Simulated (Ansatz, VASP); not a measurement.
AgOs2: VASP beside Ansatz

```xyz
3
Lattice="-2.3449 2.3449 2.4820 2.3449 -2.3449 2.4820 2.3449 2.3449 -2.4820" Properties=species:S:1:pos:R:3 pbc="T T T"
Ag    0.0000    0.0000    0.0000
Os    0.0000    2.3449    1.2410
Os    2.3449    0.0000    1.2410
```

Alike in both runs: functional PBE; k mesh 14 × 14 × 14; occupations gaussian, width 0.1 eV; no spin polarisation.

Ansatz relaxed the structure, and its values are those at the end. VASP's run is a single point on that final structure, the one shown.

|  | VASP | Ansatz |
| --- | --- | --- |
| version | VASP 6.6.1 | Ansatz 0.2.0 |
| potentials or method | VASP PAW PBE potentials, release 64 (Ag, Os), cutoff 520 eV | scalar-relativistic, plane waves, PAW |
| valence electrons in the cell | 27 | 51 |

|  | VASP | Ansatz | Ansatz less VASP |
| --- | --- | --- | --- |
| gap on the k mesh at the Fermi level (eV) | none | none | - |
| pressure (GPa) | -0.4 | 0.0 | +0.41 |

A gap of «none» marks a metal or a gap that the smearing closes. VASP's potentials hold 27 valence electrons a cell and Ansatz's 51, so a difference there can come from the potentials and not from the codes.

Spin-orbit coupling is off throughout.
